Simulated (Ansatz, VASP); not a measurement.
# CaF2: VASP beside Ansatz

```
Ca F
1.0
     0.00000    2.74934    2.74934
     2.74934    0.00000    2.74934
     2.74934    2.74934    0.00000
Ca F
1 2
Direct
  0.00000 0.00000 0.00000
  0.25000 0.25000 0.25000
  0.75000 0.75000 0.75000
```

Change from the starting cell: volume scaled by 1.02.

Alike in both runs: task single point; functional LDA; k mesh 10 × 10 × 10; occupations fermi-dirac, width 0.03 eV; no spin polarisation.

```csv
,VASP,Ansatz
version,VASP 6.6.1,Ansatz 0.2.0
potentials or method,"VASP PAW LDA potentials, release 64 (Ca_sv, F), cutoff 600 eV","all-electron LAPW, scalar-relativistic"
```

```tsv
	VASP	Ansatz	Ansatz less VASP
gap on the k mesh at the Fermi level (eV)	6.79	6.80	+0.006
pressure (GPa)	-7.5	-7.8	-0.24
```

LDA's correlation is that of Perdew and Zunger in VASP and of Perdew and Wang (1992) in Ansatz. Ansatz ran all-electron here, and VASP with PAW potentials.
